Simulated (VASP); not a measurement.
Here is a VASP 6.6.1 calculation.

INCAR

```
SYSTEM = SiP5
  PREC = Accurate
  ENCUT = 520
  EDIFF = 1E-6
  ISMEAR = 0
  SIGMA = 0.1
  LREAL = .False.
  LASPH = .True.
  NELM = 100
  ALGO = Normal
  ISIF = 2
  LWAVE = .False.
  LCHARG = .False.
  GGA = PE
  NBANDS = 24
```

Contents of KPOINTS:

```
Automatic mesh
0
Gamma
  3 3 3
  0 0 0
```

POSCAR

```
SiP5
1.0
    3.0961557113      1.7875663323      3.1576577588
   -3.0961557113      1.7875663323      3.1576577588
    0.0000000000     -3.5751326678      3.1576577571
Si P
1 5
Direct
    0.5000000000      0.5000000000      0.5000000000
    0.5000000000      0.5000000000      0.0000000000
    0.0000000000      0.5000000000      0.5000000000
    0.5000000000      0.0000000000      0.5000000000
    0.8266636617      0.8266636617      0.8266636617
    0.1733363383      0.1733363383      0.1733363383
```

Potentials or basis: VASP PAW PBE potentials, release 64 (Si, P).

The run is started by

```console
$ cat potpaw_PBE.64/Si/POTCAR potpaw_PBE.64/P/POTCAR > POTCAR
$ mpirun -np 1 vasp_std > vasp.out
```

(1) What does it give for the largest force?

(2) What does it give for the pressure?

(3) Estimate the band gap on the k mesh.

## Answers

(1) 0.049 eV/Å.

(2) -0.2 GPa.

(3) zero (an odd number of electrons rules out a gap without spin polarisation).

Caveat: the k points lie up to 0.45 Å⁻¹ apart, too coarse for converged energies and pressures of a metal.
